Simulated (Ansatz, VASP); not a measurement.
Ga2O3: VASP beside Ansatz

File POSCAR:

```
Ga2O3
1.0
    6.2474902399     -1.5493733573      0.0024701395
    6.2474902399      1.5493733573      0.0024701395
   -1.4155928078      0.0000000000      5.7506022260
Ga O
4 6
Direct
    0.0905077044      0.0905077044      0.7947690581
    0.9094922956      0.9094922956      0.2052309419
    0.6587425295      0.6587425295      0.3144411420
    0.3412574705      0.3412574705      0.6855588580
    0.1642078127      0.1642078127      0.1091294890
    0.8357921873      0.8357921873      0.8908705110
    0.1733453342      0.1733453342      0.5635363169
    0.8266546658      0.8266546658      0.4364636831
    0.4962966922      0.4962966922      0.2562516311
    0.5037033078      0.5037033078      0.7437483689
```

Contents of INCAR.step1:

```
SYSTEM = Ga2O3
PREC = Accurate
ENCUT = 520
ISMEAR = 0
SIGMA = 0.01
LREAL = .FALSE.
LASPH = .TRUE.
NELM = 60
NBANDS = 55
GGA = PE
ALGO = Normal
EDIFF = 1E-4
LWAVE = .TRUE.
LCHARG = .FALSE.
```

File INCAR.step2:

```
SYSTEM = Ga2O3
PREC = Accurate
ENCUT = 520
EDIFF = 1E-7
ISMEAR = 0
SIGMA = 0.01
LREAL = .FALSE.
LASPH = .TRUE.
NELM = 60
ALGO = Normal
ISIF = 2
LWAVE = .FALSE.
LCHARG = .TRUE.
METAGGA = R2SCAN
LMIXTAU = .TRUE.
LELF = .TRUE.
LVHAR = .TRUE.
NBANDS = 55
ISTART = 1
```

File KPOINTS:

```
regular mesh
0
G
  8 8 4
  0 0 0
```

Input for Ansatz:

```yaml
crystal:
  lattice:
    - [6.2474902399, -1.5493733573, 0.0024701395]
    - [6.2474902399, 1.5493733573, 0.0024701395]
    - [-1.4155928078, 0.0, 5.750602226]
  atoms:
    - { symbol: Ga, position: [0.0905077044, 0.0905077044, 0.7947690581] }
    - { symbol: Ga, position: [0.9094922956, 0.9094922956, 0.2052309419] }
    - { symbol: Ga, position: [0.6587425295, 0.6587425295, 0.314441142] }
    - { symbol: Ga, position: [0.3412574705, 0.3412574705, 0.685558858] }
    - { symbol: O, position: [0.1642078127, 0.1642078127, 0.109129489] }
    - { symbol: O, position: [0.8357921873, 0.8357921873, 0.890870511] }
    - { symbol: O, position: [0.1733453342, 0.1733453342, 0.5635363169] }
    - { symbol: O, position: [0.8266546658, 0.8266546658, 0.4364636831] }
    - { symbol: O, position: [0.4962966922, 0.4962966922, 0.2562516311] }
    - { symbol: O, position: [0.5037033078, 0.5037033078, 0.7437483689] }
kpoints:
  mp_grid: { grid: [8, 8, 4] }
hamiltonian:
  xc: r2scan
scf:
  occupations: { method: fixed }
  n_extra_bands: 6
output:
  forces: true
  stress: true
  eigenvalues: true
```

Alike in both runs: task single point; functional r2SCAN; k mesh 8 × 8 × 4; no spin polarisation.

```csv
,VASP,Ansatz
version,VASP 6.6.1,Ansatz 0.2.0
potentials or method,"VASP PAW PBE potentials, release 64 (Ga_d, O)","plane waves, PAW"
plane-wave cutoff (eV),520,500
occupations,"gaussian, width 0.01 eV",fixed
valence electrons in the cell,88,88
```

Ansatz gave:

- gap on the k mesh at the Fermi level (eV): 2.49
- pressure (GPa): -10.9
- traceless stress, the component that is largest in VASP (GPa): -0.74
- rms of the force components (eV/Å): 0.116

Q: Which values does VASP return?

A: gap on the k mesh at the Fermi level (eV): 2.47; pressure (GPa): -9.4; traceless stress, the component that is largest in VASP (GPa): -0.59; rms of the force components (eV/Å): 0.090.

VASP's potentials were made for PBE, not for r2SCAN. Atom by atom the forces differ by 0.033 eV/Å (rms over components).
